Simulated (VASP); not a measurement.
# Mg3Cd2S5 (I4/mmm) in VASP: single point with PBE

Aim: the single point of Mg3Cd2S5 with PBE.

All numbers are computed with VASP 6.6.1; they aren't measurements. Logs are shortened: lines on timing, memory, paths and dates and some standing lists are left out, and cuts for length are marked.

## 1. The cell of the first run

Symmetry: I4/mmm, No. 139, tetragonal system. Conventional cell: a = 3.781 Å, b = 3.781 Å, c = 26.788 Å, α = 90.00°, β = 90.00°, γ = 90.00°. Mg (site symmetry 4mm) has 6 S at 2.59 to 2.67 Å within 3.4 Å. Mg (site symmetry 4/mmm) has 6 S at 2.58 to 2.67 Å within 3.4 Å. Cd (site symmetry 4mm) has 6 S at 2.67 to 2.81 Å within 3.5 Å. S (site symmetry 4mm) has 5 Cd at 2.67 to 2.81 Å and 1 Mg at 2.67 Å within 3.5 Å. Within 3.4 Å of S (site symmetry 4mm) lie 5 Mg at 2.58 to 2.67 Å and 1 Cd at 2.74 Å. S (site symmetry 4/mmm) has 6 Mg at 2.59 to 2.67 Å within 3.4 Å.

## 2. Single point, PBE

Contents of INCAR:

```
SYSTEM = Mg3Cd2S5
PREC = Accurate ; ENCUT = 520
EDIFF = 1E-6 ; ISMEAR = 0
SIGMA = 0.1 ; LREAL = .False.
LASPH = .True. ; NELM = 60
ALGO = Normal ; ISIF = 2
LWAVE = .False. ; LCHARG = .False.
GGA = PE ; NBANDS = 41
```

Contents of KPOINTS:

```
Automatic mesh
0
Gamma
  6 6 6
  0 0 0
```

Contents of POSCAR:

```
Mg3Cd2S5
1.0
   -1.8903259000      1.8903259000     13.3942271000
    1.8903259000     -1.8903259000     13.3942271000
    1.8903259000      1.8903259000    -13.3942271000
Mg Cd S
3 2 5
Direct
    0.5967510000      0.5967510000      0.0000000000
    0.4032490000      0.4032490000      0.0000000000
    0.0000000000      0.0000000000      0.0000000000
    0.1983870000      0.1983870000      0.0000000000
    0.8016130000      0.8016130000      0.0000000000
    0.6966070000      0.6966070000      0.0000000000
    0.3033930000      0.3033930000      0.0000000000
    0.9037800000      0.9037800000      0.0000000000
    0.5000000000      0.5000000000      0.0000000000
    0.0962200000      0.0962200000      0.0000000000
```

Potentials or basis: VASP PAW PBE potentials, release 64 (Mg, Cd, S).

Started as:

```console
> cat potpaw_PBE.64/Mg/POTCAR potpaw_PBE.64/Cd/POTCAR potpaw_PBE.64/S/POTCAR > POTCAR
> mpirun -np 1 vasp_std > vasp.out
```

OUTCAR:

```text
SYSTEM = Mg3Cd2S5
   PREC = Accurate
   ENCUT = 520
   EDIFF = 1E-6
   ISMEAR = 0
   LREAL = .False.
   LASPH = .True.
   NELM = 60
   ISIF = 2
   GGA = PE

 ion  position               nearest neighbor table
   1  0.597  0.597  0.000-   9 2.59  10 2.67  10 2.67  10 2.67  10 2.67   6 2.67
   2  0.403  0.403  0.000-   9 2.59   8 2.67   8 2.67   8 2.67   8 2.67   7 2.67
   3  0.000  0.000  0.000-   8 2.58  10 2.58   9 2.67   9 2.67   9 2.67   9 2.67
   4  0.198  0.198  0.000-   6 2.67   6 2.67   6 2.67   6 2.67  10 2.74   7 2.81
   5  0.802  0.802  0.000-   7 2.67   7 2.67   7 2.67   7 2.67   8 2.74   6 2.81
   6  0.697  0.697  0.000-   4 2.67   4 2.67   4 2.67   4 2.67   1 2.67   5 2.81
   7  0.303  0.303  0.000-   5 2.67   5 2.67   5 2.67   5 2.67   2 2.67   4 2.81
   8  0.904  0.904  0.000-   3 2.58   2 2.67   2 2.67   2 2.67   2 2.67   5 2.74
   9  0.500  0.500  0.000-   1 2.59   2 2.59   3 2.67   3 2.67   3 2.67   3 2.67
  10  0.096  0.096  0.000-   3 2.58   1 2.67   1 2.67   1 2.67   1 2.67   4 2.74

  LATTYP: Found a body centered tetragonal cell.
 ALAT       =     3.7806518000
 C/A-ratio  =     7.0856708359

  Lattice vectors:

 A1 = (  -1.8903259000,   1.8903259000,  13.3942271000)
 A2 = (   1.8903259000,  -1.8903259000,  13.3942271000)
 A3 = (   1.8903259000,   1.8903259000, -13.3942271000)

Analysis of symmetry for initial positions (statically):
=====================================================================
 Subroutine PRICEL returns:
 Original cell was already a primitive cell.

 Routine SETGRP: Setting up the symmetry group for a
 body centered tetragonal supercell.

 Subroutine GETGRP returns: Found 16 space group operations
 (whereof 16 operations were pure point group operations)
 out of a pool of 16 trial point group operations.

The static configuration has the point symmetry D_4h.

Analysis of symmetry for dynamics (positions and initial velocities):
=====================================================================
 Subroutine PRICEL returns:
 Original cell was already a primitive cell.

 Routine SETGRP: Setting up the symmetry group for a
 body centered tetragonal supercell.

 Subroutine GETGRP returns: Found 16 space group operations
 (whereof 16 operations were pure point group operations)
 out of a pool of 16 trial point group operations.

The dynamic configuration has the point symmetry D_4h.

 Subroutine INISYM returns: Found 16 space group operations
 (whereof 16 operations are pure point group operations),
 and found     1 'primitive' translations

----------------------------------------------------------------------------------------

                                     Primitive cell

  volume of cell :     191.4481

  direct lattice vectors                    reciprocal lattice vectors
    -1.890325900  1.890325900 13.394227100     0.000000000  0.264504655  0.037329515
     1.890325900 -1.890325900 13.394227100     0.264504655  0.000000000  0.037329515
     1.890325900  1.890325900-13.394227100     0.264504655  0.264504655  0.000000000

  length of vectors
    13.658403407 13.658403407 13.658403407     0.267125823  0.267125823  0.374066070

  position of ions in fractional coordinates (direct lattice)
     0.596751000  0.596751000  0.000000000
     0.403249000  0.403249000  0.000000000
     0.000000000  0.000000000  0.000000000
     0.198387000  0.198387000  0.000000000
     0.801613000  0.801613000  0.000000000
     0.696607000  0.696607000  0.000000000
     0.303393000  0.303393000  0.000000000
     0.903780000  0.903780000  0.000000000
     0.500000000  0.500000000  0.000000000
     0.096220000  0.096220000  0.000000000

  ion indices of the primitive-cell ions
   primitive index   ion index
                 1           1
                 2           2
                 3           3
                 4           4
                 5           5
                 6           6
                 7           7
                 8           8
                 9           9
                10          10

----------------------------------------------------------------------------------------

 KPOINTS: Automatic mesh

Automatic generation of k-mesh.
 Grid dimensions read from file:
 generate k-points for:    6    6    6

 Generating k-lattice:

  Cartesian coordinates                     Fractional coordinates (reciprocal lattice)
     0.000000000  0.044084109  0.006221586     0.166666667  0.000000000 -0.000000000
     0.044084109  0.000000000  0.006221586     0.000000000  0.166666667 -0.000000000
     0.044084109  0.044084109  0.000000000     0.000000000  0.000000000  0.166666667

  Length of vectors
     0.044520970  0.044520970  0.062344345

  Shift w.r.t. Gamma in fractional coordinates (k-lattice)
     0.000000000  0.000000000  0.000000000

 Subroutine IBZKPT returns following result:
 ===========================================

 Found     30 irreducible k-points:

 Following reciprocal coordinates:
            Coordinates               Weight
  0.000000  0.000000  0.000000      1.000000
  0.166667  0.000000  0.000000      8.000000
  0.333333  0.000000 -0.000000      8.000000
  0.500000  0.000000  0.000000      4.000000
  0.166667  0.166667  0.000000      8.000000
  0.333333  0.166667 -0.000000     16.000000
[... 16 lines left out ...]
 -0.333333 -0.333333  0.166667      8.000000
 -0.166667 -0.333333  0.166667      8.000000
 [... further k-points ...]
   k-points           NKPTS =     30   k-points in BZ     NKDIM =     30   number of bands    NBANDS=     41
   number of dos      NEDOS =    301   number of ions     NIONS =     10
   total plane-waves  NPLWV = ******
   dimension x,y,z NGX =   108 NGY =  108 NGZ =  108
   dimension x,y,z NGXF=   216 NGYF=  216 NGZF=  216
   ions per type =               3   2   5
   NGX,Y,Z   is equivalent  to a cutoff of  13.15, 13.15, 13.15 a.u.
   NGXF,Y,Z  is equivalent  to a cutoff of  26.29, 26.29, 26.29 a.u.
 SYSTEM =  Mg3Cd2S5
   PREC   = accura    normal or accurate (medium, high low for compatibility)
   ISTART =      0    job   : 0-new  1-cont  2-samecut
   ICHARG =      2    charge: 1-file 2-atom 10-const
   ISPIN  =      1    spin polarized calculation?
   LNONCOLLINEAR =      F non collinear calculations
   LSORBIT =      F    spin-orbit coupling
   LASPH  =      T    aspherical Exc in radial PAW
   ENCUT  =  520.0 eV  38.22 Ry    6.18 a.u.  25.40 25.40 25.40*2*pi/ulx,y,z
   NELM   =     60;   NELMIN=  2; NELMDL= -5     # of ELM steps
   EDIFF  = 0.1E-05   stopping-criterion for ELM
   LREAL  =      F    real-space projection
   EDIFFG = 0.1E-04   stopping-criterion for IOM
   NSW    =      0    number of steps for IOM
   IBRION =     -1    ionic relax: 0-MD 1-quasi-New 2-CG
   NFREE  =      0    steps in history (QN), initial steepest desc. (CG)
   ISIF   =      2    stress and relaxation
   ISYM   =      2    0-nonsym 1-usesym 2-fastsym
   POTIM  = 0.5000    time-step for ionic-motion
   TEBEG  =    0.0;   TEEND  =   0.0 temperature during run
   PSTRESS=    0.0 pullay stress
   NELECT =      60.0000    total number of electrons
   NUPDOWN=      -1.0000    fix difference up-down
   EMIN   =  10.00;   EMAX   =-10.00  energy-range for DOS
   EFERMI =   0.00;   METHOD = LEGACY
   ISMEAR =     0;   SIGMA  =   0.10  broadening in eV -4-tet -1-fermi 0-gaus
   EFERMI_NEDOS =   21; number of points for ismear=-14 and -15
   IALGO  =     38    algorithm
   IMIX   =      4    mixing-type and parameters
     AMIX     =   0.40;   BMIX     =  1.00
     AMIX_MAG =   1.60;   BMIX_MAG =  1.00
  volume/ion in A,a.u.               =      19.14       129.20
  Fermi-wavevector in a.u.,A,eV,Ry     =   1.112009  2.101392 16.824470  1.236564
  Thomas-Fermi vector in A             =   2.248578
   LORBIT       =      0    0 simple, 1 ext, 2 COOP (PROOUT), +10 PAW based schemes
   GGA     = PE    functional components
   LHFCALC =     F    Hartree Fock is set to
   AEXX    =    0.0000 exact exchange contribution
   IVDW    =     0    specifies the selected vdW correction
   LEPSILON=     F    determine dielectric tensor
   LRPA    =     F    only Hartree local field effects (RPA)
 non-spin polarized calculation
 Gauss-broadening in eV      SIGMA  =   0.10
  energy-cutoff  :      520.00
  volume of cell :      191.45
 maximum number of plane-waves:      5190
 NGX is ok and might be reduce to   108
   NGX = 51   NGY = 51   NGZ = 51

 number of electron      59.9999999 magnetization

 Free energy of the ion-electron system (eV)
  ---------------------------------------------------
  ext. energy  EPLUGINS =         0.00000000
  ---------------------------------------------------
  free energy    TOTEN  =       -37.06238892 eV

  energy without entropy =      -37.06238892  energy(sigma->0) =      -37.06238892

 E-fermi :   3.8631     XC(G=0):  -9.9039

 val. band max:        3.4265659644   @ k =   0.5000   0.0000   0.0000
 cond. band min:       4.4541140499   @ k =   0.5000   0.5000   0.5000
 fundamental gap:      1.0275480855
 Fermi energy:         3.8631160798

 k-point     1 :       0.0000    0.0000    0.0000
  band No.  band energies     occupation
      1      -9.4723      2.00000
      2      -9.0646      2.00000
      3      -8.9769      2.00000
      4      -8.4479      2.00000
      5      -7.9324      2.00000
      6      -4.4524      2.00000
[... 33 lines left out ...]
     40      10.3087      0.00000
     41      10.3271      0.00000

 k-point     2 :       0.1667    0.0000    0.0000
  band No.  band energies     occupation
      1      -9.2993      2.00000
      2      -8.9385      2.00000
      3      -8.8178      2.00000
      4      -8.3690      2.00000
      5      -7.9031      2.00000
      6      -4.4285      2.00000
[... 957 lines left out ...]
     40      10.1214      0.00000
     41      10.3842      0.00000

 k-point    24 :      -0.1667   -0.3333    0.1667
  band No.  band energies     occupation
      1      -9.2853      2.00000
      2      -9.0078      2.00000
      3      -8.7491      2.00000
      4      -8.3787      2.00000
      5      -7.9073      2.00000
      6      -4.4285      2.00000
[... 33 lines left out ...]
     40      10.5132      0.00000
     41      10.8014      0.00000

 [... further k-points ...]
[... 5 lines left out ...]
  --------------------------------------------------------------------------------------
  -------------------------------------------------------------------------------------
  Total        0.0739627      0.0739627     -0.0176681      0.0000000      0.0000000      0.0000000
  in kB        0.6189741      0.6189741     -0.1478594      0.0000000      0.0000000      0.0000000
  external PRESSURE =       0.3633629 kB  Pullay stress =       0.0000000 kB

 VOLUME and BASIS-vectors are now :
 -----------------------------------------------------------------------------
  energy-cutoff  :      520.00
  volume of cell :      191.45
      direct lattice vectors                 reciprocal lattice vectors
    -1.890325900  1.890325900 13.394227100     0.000000000  0.264504655  0.037329515
     1.890325900 -1.890325900 13.394227100     0.264504655  0.000000000  0.037329515
     1.890325900  1.890325900-13.394227100     0.264504655  0.264504655  0.000000000

 POSITION                                       TOTAL-FORCE (eV/Angst)
 -----------------------------------------------------------------------------------
      0.00000      0.00000     15.98604        -0.000000     -0.000000     -0.003693
      0.00000      0.00000     10.80242         0.000000      0.000000      0.003693
      0.00000      0.00000      0.00000        -0.000000     -0.000000      0.000000
      0.00000      0.00000      5.31448        -0.000000     -0.000000      0.000921
      0.00000      0.00000     21.47397        -0.000000     -0.000000     -0.000921
      0.00000      0.00000     18.66102        -0.000000     -0.000000     -0.023785
      0.00000      0.00000      8.12743         0.000000      0.000000      0.023785
      0.00000      0.00000     24.21087         0.000000      0.000000      0.021586
      0.00000      0.00000     13.39423        -0.000000     -0.000000      0.000000
      0.00000      0.00000      2.57759         0.000000      0.000000     -0.021586
 -----------------------------------------------------------------------------------
    total drift:                               -0.000000     -0.000000      0.000000

  FREE ENERGIE OF THE ION-ELECTRON SYSTEM (eV)
  ---------------------------------------------------
  free  energy   TOTEN  =       -37.0623889230 eV

  energy  without entropy=      -37.0623889230  energy(sigma->0) =      -37.06238892
```

It took 50 min on 1 thread of Intel Xeon Platinum 8488C (Sapphire Rapids), shared host; peak memory 2 GiB.

Results:

```
Free energy            : -37.0624 eV
Pressure               : 0.0 GPa
Largest force          : 0.024 eV/Å
Band gap on the k mesh : 1.03 eV, indirect (least direct gap 1.50 eV)
```

Forces on the atoms (eV/Å):
```
Mg   0.000  0.000 -0.004
Mg   0.000  0.000  0.004
Mg   0.000  0.000  0.000
Cd   0.000  0.000  0.001
Cd   0.000  0.000 -0.001
S    0.000  0.000 -0.024
S    0.000  0.000  0.024
S    0.000  0.000  0.022
S    0.000  0.000  0.000
S    0.000  0.000 -0.022
```

A k mesh can miss the band edges.
